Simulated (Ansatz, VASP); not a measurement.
# TiNbAs6: VASP beside Ansatz

```
Ti Nb As
1.0
     0.00000    4.95685    4.95685
     4.95685    0.00000    4.95685
     4.95685    4.95685    0.00000
Ti Nb As
1 1 6
Direct
  0.50000 0.50000 0.50000
  0.00000 0.00000 0.00000
  0.74664 0.25336 0.25336
  0.25336 0.74664 0.74664
  0.25336 0.74664 0.25336
  0.74664 0.25336 0.74664
  0.25336 0.25336 0.74664
  0.74664 0.74664 0.25336
```

Alike in both runs: functional PBE; k mesh 4 × 4 × 4; occupations gaussian, width 0.1 eV; no spin polarisation.

Ansatz relaxed the structure, and its values are those at the end. VASP's run is a single point on that final structure, the one shown.

|  | VASP | Ansatz |
| --- | --- | --- |
| version | VASP 6.6.1 | Ansatz 0.2.0 |
| potentials or method | VASP PAW PBE potentials, release 64 (Ti_sv, Nb_sv, As), cutoff 520 eV | scalar-relativistic, plane waves, PAW |
| valence electrons in the cell | 55 | 115 |

```tsv
	VASP	Ansatz	Ansatz less VASP
gap on the k mesh at the Fermi level (eV)	none	none	-
pressure (GPa)	-0.1	-0.1	+0.03
rms of the force components (eV/Å)	0.013	0.015	+0.0025
```

A gap of «none» marks a metal or a gap that the smearing closes. VASP's potentials hold 55 valence electrons a cell and Ansatz's 115, so a difference there can come from the potentials and not from the codes.
